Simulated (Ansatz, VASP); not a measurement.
## Si4N: VASP beside Ansatz

INCAR

```
  PREC = Accurate
  ENCUT = 600
  EDIFF = 1E-7
  ISMEAR = 0
  SIGMA = 0.2
  LREAL = False
  LASPH = True
  NELM = 60
  ALGO = Normal
  ISIF = 3
  LWAVE = False
  LCHARG = False
  GGA = PE
  IBRION = 2
  NSW = 36
  EDIFFG = -0.08
```

KPOINTS

```
Automatic mesh
0
Gamma
  5 5 3
```

POSCAR

```
Si4N
1.0
    3.7977165600      0.0000000000      0.0000000000
   -1.8988582800      3.2889190200      0.0000000000
    0.0000000000      0.0000000000      7.2956134000
Si N
4 1
Direct
    0.0000000000      0.0000000000      0.7740000000
    0.0000000000      0.0000000000      0.2260000000
    0.3333333300      0.6666666700      0.3360000000
    0.3333333300      0.6666666700      0.6640000000
    0.0000000000      0.0000000000      0.0000000000
```

Input for Ansatz:

```yaml
crystal:
  lattice:
    - [3.79771656, 0.0, 0.0]
    - [-1.89885828, 3.28891902, 0.0]
    - [0.0, 0.0, 7.2956134]
  atoms:
    - { symbol: Si, position: [0.0, 0.0, 0.774] }
    - { symbol: Si, position: [0.0, 0.0, 0.226] }
    - { symbol: Si, position: [0.33333333, 0.66666667, 0.336] }
    - { symbol: Si, position: [0.33333333, 0.66666667, 0.664] }
    - { symbol: "N", position: [0.0, 0.0, 0.0] }
basis:
  ecutwfc: 420
kpoints:
  mp_grid: { grid: [5, 5, 3] }
hamiltonian:
  xc: pbe
scf:
  occupations: { method: gaussian, width: 0.2 }
  lower_state_search: "off"
output:
  forces: true
  stress: true
  eigenvalues: true
relax:
  adjacent_minimum: "off"
  f_tol: 0.08
  max_steps: 16
  cell: { stress_tol: 0.8 }
```

Alike in both runs: task relaxation of cell and atoms; functional PBE; k mesh 5 × 5 × 3; occupations gaussian, width 0.2 eV; no spin polarisation.

```csv
,VASP,Ansatz
version,VASP 6.6.1,Ansatz 0.2.0
potentials or method,"VASP PAW PBE potentials, release 64 (Si, N), cutoff 600 eV","scalar-relativistic, plane waves, PAW"
valence electrons in the cell,21,21
```

Ansatz gave:

- gap on the k mesh at the Fermi level, each at its own relaxed structure (eV): none
- relaxed volume (Å³/atom): 18.97
- relaxed cell length with the largest relative difference (Å): 3.817

Which values does VASP return?

gap on the k mesh at the Fermi level, each at its own relaxed structure (eV): none; relaxed volume (Å³/atom): 18.97; relaxed cell length with the largest relative difference (Å): 3.816.

A gap of «none» marks a metal or a gap that the smearing closes.

The k mesh is coarse, so the values compare programs but aren't converged.
